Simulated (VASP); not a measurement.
# Bi2TePd2 (P1) in VASP: single point with PBE

Aim: the single point of Bi2TePd2 with PBE.

All numbers are computed with VASP 6.6.1; they aren't measurements. Logs are shortened: lines on timing, memory, paths and dates and some standing lists are left out, and cuts for length are marked.

### Step 1. The cell of the first run

The typed cell holds 5 atoms: a = 4.335 Å, b = 4.379 Å, c = 8.261 Å, α = 74.65°, β = 105.54°, γ = 120.37°.

### Step 2. Single point, PBE

Input file INCAR:

```
ALGO = Normal
EDIFF = 1E-6
ENCUT = 500
GGA = PE
GGA_COMPAT = False
ISIF = 2
ISMEAR = 1
ISYM = 0
LASPH = True
LCHARG = True
LELF = True
LREAL = False
LVHAR = True
LWAVE = False
NBANDS = 36
NELM = 120
PREC = Accurate
SIGMA = 0.0135
```

Input file KPOINTS:

```
k-points
0
Gamma
  5 5 5
```

Input file POSCAR:

```
Bi2TePd2
1.0
    4.3345350345     -0.0269949529     -0.0071960982
   -2.1906464158      3.7916981210     -0.0007242741
   -2.1917691652      1.2613093425      7.8642746300
Bi Pd Te
2 2 1
Direct
    0.4290051890      0.5933134114      0.2729301819
    0.5717633955      0.4377951227      0.7279642305
    0.1861878816      0.8139823234      0.5613202583
    0.8156604238      0.1894340534      0.4395118546
    0.0021571529     -0.0300704206      0.0004779455
```

Potentials or basis: VASP PAW PBE potentials, release 64 (Bi_d, Pd, Te).

Command:

```
$ cat potpaw_PBE.64/Bi_d/POTCAR potpaw_PBE.64/Pd/POTCAR potpaw_PBE.64/Te/POTCAR > POTCAR
$ mpirun -np 1 vasp_std > vasp.out
```

OUTCAR:

```text
EDIFF = 1E-6
   ENCUT = 500
   GGA = PE
   ISIF = 2
   ISMEAR = 1
   ISYM = 0
   LASPH = True
   LREAL = False
   NELM = 120
   PREC = Accurate

 ion  position               nearest neighbor table
   1  0.429  0.593  0.273-   4 2.79   4 2.83   4 2.88   5 3.18   5 3.29   3 3.35   3 3.36   3 3.44
                             5 3.44   2 3.58
   2  0.572  0.438  0.728-   3 2.78   3 2.83   3 2.88   5 3.18   5 3.28   4 3.34   4 3.36   4 3.44
                             5 3.45   1 3.58
   3  0.186  0.814  0.561-   4 2.69   4 2.69   4 2.69   2 2.78   2 2.83   2 2.88   1 3.35   1 3.36
                             1 3.44
   4  0.816  0.189  0.440-   3 2.69   3 2.69   3 2.69   1 2.79   1 2.83   1 2.88   2 3.34   2 3.36
                             2 3.44
   5  0.002  0.970  0.000-   1 3.18   2 3.18   2 3.28   1 3.29   1 3.44   2 3.45

IMPORTANT INFORMATION: All symmetrisations will be switched off!
NOSYMM: (Re-)initialisation of all symmetry stuff for point group C_1.

----------------------------------------------------------------------------------------

                                     Primitive cell

  volume of cell :     128.7502

  direct lattice vectors                    reciprocal lattice vectors
     4.334535034 -0.026994953 -0.007196098     0.231610203  0.133820587  0.043086866
    -2.190646416  3.791698121 -0.000724274     0.001578399  0.264637969 -0.042003983
    -2.191769165  1.261309342  7.864274630     0.000212077  0.000146823  0.127192867

  length of vectors
     4.334625068  4.379030359  8.260845525     0.270938579  0.267955371  0.127193128

  position of ions in fractional coordinates (direct lattice)
     0.429005189  0.593313411  0.272930182
     0.571763395  0.437795123  0.727964230
     0.186187882  0.813982323  0.561320258
     0.815660424  0.189434053  0.439511855
     0.002157153  0.969929579  0.000477946

  ion indices of the primitive-cell ions
   primitive index   ion index
                 1           1
                 2           2
                 3           3
                 4           4
                 5           5

----------------------------------------------------------------------------------------

 KPOINTS: k-points

Automatic generation of k-mesh.
 Grid dimensions read from file:
 generate k-points for:    5    5    5

 Generating k-lattice:

  Cartesian coordinates                     Fractional coordinates (reciprocal lattice)
     0.046322041  0.026764117  0.008617373     0.200000000  0.000000000  0.000000000
     0.000315680  0.052927594 -0.008400797    -0.000000000  0.200000000  0.000000000
     0.000042415  0.000029365  0.025438573    -0.000000000  0.000000000  0.200000000

  Length of vectors
     0.054187716  0.053591074  0.025438626

  Shift w.r.t. Gamma in fractional coordinates (k-lattice)
     0.000000000  0.000000000  0.000000000

 Subroutine IBZKPT returns following result:
 ===========================================

 Found     63 irreducible k-points:

 Following reciprocal coordinates:
            Coordinates               Weight
  0.000000  0.000000  0.000000      1.000000
  0.200000 -0.000000  0.000000      2.000000
  0.400000 -0.000000  0.000000      2.000000
  0.000000  0.200000 -0.000000      2.000000
  0.200000  0.200000  0.000000      2.000000
  0.400000  0.200000  0.000000      2.000000
[... 16 lines left out ...]
 -0.200000  0.200000  0.200000      2.000000
  0.000000  0.400000  0.200000      2.000000
 [... further k-points ...]
   k-points           NKPTS =     63   k-points in BZ     NKDIM =     63   number of bands    NBANDS=     36
   number of dos      NEDOS =    301   number of ions     NIONS =      5
   total plane-waves  NPLWV =  61440
   dimension x,y,z NGX =    32 NGY =   32 NGZ =   60
   dimension x,y,z NGXF=    64 NGYF=   64 NGZF=  120
   ions per type =               2   2   1
   NGX,Y,Z   is equivalent  to a cutoff of  12.27, 12.15, 12.07 a.u.
   NGXF,Y,Z  is equivalent  to a cutoff of  24.55, 24.30, 24.15 a.u.
 SYSTEM =  unknown system
   PREC   = accura    normal or accurate (medium, high low for compatibility)
   ISTART =      0    job   : 0-new  1-cont  2-samecut
   ICHARG =      2    charge: 1-file 2-atom 10-const
   ISPIN  =      1    spin polarized calculation?
   LNONCOLLINEAR =      F non collinear calculations
   LSORBIT =      F    spin-orbit coupling
   LASPH  =      T    aspherical Exc in radial PAW
   ENCUT  =  500.0 eV  36.75 Ry    6.06 a.u.   7.90  7.98 15.06*2*pi/ulx,y,z
   NELM   =    120;   NELMIN=  2; NELMDL= -5     # of ELM steps
   EDIFF  = 0.1E-05   stopping-criterion for ELM
   LREAL  =      F    real-space projection
   EDIFFG = 0.1E-04   stopping-criterion for IOM
   NSW    =      0    number of steps for IOM
   IBRION =     -1    ionic relax: 0-MD 1-quasi-New 2-CG
   NFREE  =      0    steps in history (QN), initial steepest desc. (CG)
   ISIF   =      2    stress and relaxation
   ISYM   =      0    0-nonsym 1-usesym 2-fastsym
   POTIM  = 0.5000    time-step for ionic-motion
   TEBEG  =    0.0;   TEEND  =   0.0 temperature during run
   PSTRESS=    0.0 pullay stress
   NELECT =      56.0000    total number of electrons
   NUPDOWN=      -1.0000    fix difference up-down
   EMIN   =  10.00;   EMAX   =-10.00  energy-range for DOS
   EFERMI =   0.00;   METHOD = LEGACY
   ISMEAR =     1;   SIGMA  =   0.01  broadening in eV -4-tet -1-fermi 0-gaus
   EFERMI_NEDOS =   21; number of points for ismear=-14 and -15
   IALGO  =     38    algorithm
   IMIX   =      4    mixing-type and parameters
     AMIX     =   0.40;   BMIX     =  1.00
     AMIX_MAG =   1.60;   BMIX_MAG =  1.00
  volume/ion in A,a.u.               =      25.75       173.77
  Fermi-wavevector in a.u.,A,eV,Ry     =   1.240380  2.343979 20.933149  1.538543
  Thomas-Fermi vector in A             =   2.374823
   LORBIT       =      0    0 simple, 1 ext, 2 COOP (PROOUT), +10 PAW based schemes
   GGA     = PE    functional components
   LHFCALC =     F    Hartree Fock is set to
   AEXX    =    0.0000 exact exchange contribution
   IVDW    =     0    specifies the selected vdW correction
   LEPSILON=     F    determine dielectric tensor
   LRPA    =     F    only Hartree local field effects (RPA)
 non-spin polarized calculation
 Methfessel and Paxton  Order N= 1 SIGMA  =   0.01
  energy-cutoff  :      500.00
  volume of cell :      128.75
 maximum number of plane-waves:      3289
   NGX = 15   NGY = 15   NGZ = 31

 number of electron      56.0000002 magnetization

 Free energy of the ion-electron system (eV)
  ---------------------------------------------------
  ext. energy  EPLUGINS =         0.00000000
  ---------------------------------------------------
  free energy    TOTEN  =       -22.08245551 eV

  energy without entropy =      -22.08240981  energy(sigma->0) =      -22.08244028

 E-fermi :   7.4802     XC(G=0): -10.4847

 val. band max:        7.4769629405   @ k =  -0.2000   0.2000   0.2000
 cond. band min:       7.5025949092   @ k =  -0.4000   0.2000  -0.0000
 fundamental gap:      0.0256319687
 Fermi energy:         7.4802155057

 k-point     1 :       0.0000    0.0000    0.0000
  band No.  band energies     occupation
      1     -15.5423      2.00000
      2     -15.5210      2.00000
      3     -15.5204      2.00000
      4     -15.4925      2.00000
      5     -15.4922      2.00000
      6     -15.4885      2.00000
[... 28 lines left out ...]
     35      12.8994      0.00000
     36      13.0132      0.00000

 k-point     2 :       0.2000   -0.0000    0.0000
  band No.  band energies     occupation
      1     -15.5396      2.00000
      2     -15.5238      2.00000
      3     -15.5200      2.00000
      4     -15.4931      2.00000
      5     -15.4928      2.00000
      6     -15.4847      2.00000
[... 28 lines left out ...]
     35      12.8300      0.00000
     36      13.3433      0.00000

 k-point     3 :       0.4000   -0.0000    0.0000
  band No.  band energies     occupation
      1     -15.5356      2.00000
      2     -15.5281      2.00000
      3     -15.5199      2.00000
      4     -15.4944      2.00000
      5     -15.4937      2.00000
      6     -15.4804      2.00000
[... 28 lines left out ...]
     35      12.7403      0.00000
     36      13.9754      0.00000

 k-point     4 :       0.0000    0.2000   -0.0000
  band No.  band energies     occupation
      1     -15.5401      2.00000
      2     -15.5233      2.00000
      3     -15.5201      2.00000
      4     -15.4939      2.00000
      5     -15.4922      2.00000
      6     -15.4873      2.00000
[... 28 lines left out ...]
     35      12.9115      0.00000
     36      13.4083      0.00000

 k-point     5 :       0.2000    0.2000    0.0000
  band No.  band energies     occupation
      1     -15.5367      2.00000
      2     -15.5262      2.00000
      3     -15.5202      2.00000
      4     -15.4954      2.00000
      5     -15.4927      2.00000
      6     -15.4826      2.00000
[... 655 lines left out ...]
 k-point    22 :      -0.4000    0.2000    0.2000
  band No.  band energies     occupation
      1     -15.5367      2.00000
      2     -15.5261      2.00000
      3     -15.5202      2.00000
      4     -15.4954      2.00000
      5     -15.4927      2.00000
      6     -15.4830      2.00000
[... 28 lines left out ...]
     35      13.0071      0.00000
     36      13.1675      0.00000

 k-point    23 :      -0.2000    0.2000    0.2000
  band No.  band energies     occupation
      1     -15.5401      2.00000
      2     -15.5233      2.00000
      3     -15.5201      2.00000
      4     -15.4940      2.00000
      5     -15.4921      2.00000
      6     -15.4875      2.00000
[... 28 lines left out ...]
     35      12.9140      0.00000
     36      13.4143      0.00000

 k-point    24 :       0.0000    0.4000    0.2000
  band No.  band energies     occupation
      1     -15.5369      2.00000
      2     -15.5267      2.00000
      3     -15.5198      2.00000
      4     -15.4970      2.00000
      5     -15.4920      2.00000
      6     -15.4862      2.00000
[... 28 lines left out ...]
     35      12.7464      0.00000
     36      14.0928      0.00000

 [... further k-points ...]

------------------------ aborting loop because EDIFF is reached ----------------------------------------

  FORCE on cell =-STRESS in cart. coord.  units (eV):
  Direction    XX          YY          ZZ          XY          YZ          ZX
  --------------------------------------------------------------------------------------
  -------------------------------------------------------------------------------------
  Total       -0.0369275     -0.0286521     -0.0247248     -0.0028869      0.0022150     -0.0049793
  in kB       -0.4595281     -0.3565494     -0.3076773     -0.0359247      0.0275633     -0.0619630
  external PRESSURE =      -0.3745849 kB  Pullay stress =       0.0000000 kB

 VOLUME and BASIS-vectors are now :
 -----------------------------------------------------------------------------
  energy-cutoff  :      500.00
  volume of cell :      128.75
      direct lattice vectors                 reciprocal lattice vectors
     4.334535034 -0.026994953 -0.007196098     0.231610203  0.133820587  0.043086866
    -2.190646416  3.791698121 -0.000724274     0.001578399  0.264637969 -0.042003983
    -2.191769165  1.261309342  7.864274630     0.000212077  0.000146823  0.127192867

 POSITION                                       TOTAL-FORCE (eV/Angst)
 -----------------------------------------------------------------------------------
     -0.03840      2.58233      2.14288         0.001197     -0.000761     -0.003975
     -0.07626      2.56274      5.72048         0.000588     -0.001094      0.003125
     -2.20639      3.78935      4.41245         0.000577      0.001556     -0.014410
      2.15722      1.25062      3.45044        -0.001912     -0.000660      0.015187
     -2.11647      3.67822      0.00304        -0.000451      0.000959      0.000073
 -----------------------------------------------------------------------------------
    total drift:                                0.000071     -0.000402     -0.000019

  FREE ENERGIE OF THE ION-ELECTRON SYSTEM (eV)
  ---------------------------------------------------
  free  energy   TOTEN  =       -22.0824555083 eV

  energy  without entropy=      -22.0824098118  energy(sigma->0) =      -22.08244028
```

It took 88 s on 1 thread of Intel Xeon 6975P-C (Granite Rapids), shared host; peak memory 0.41 GiB.

Results:

```yaml
Free_energy: -22.0825 eV
Pressure: 0.0 GPa
Largest_force: 0.015 eV/Å
Band_gap_on_the_k_mesh: zero (bands 28 and 29 overlap by 2.12 eV)
```

Forces on the atoms (eV/Å):
```
Bi   0.001 -0.001 -0.004
Bi   0.001 -0.001  0.003
Pd   0.001  0.002 -0.014
Pd  -0.002 -0.001  0.015
Te   0.000  0.001  0.000
```

Caveat: spin-orbit coupling is left out, which moves the levels of the heavy elements.
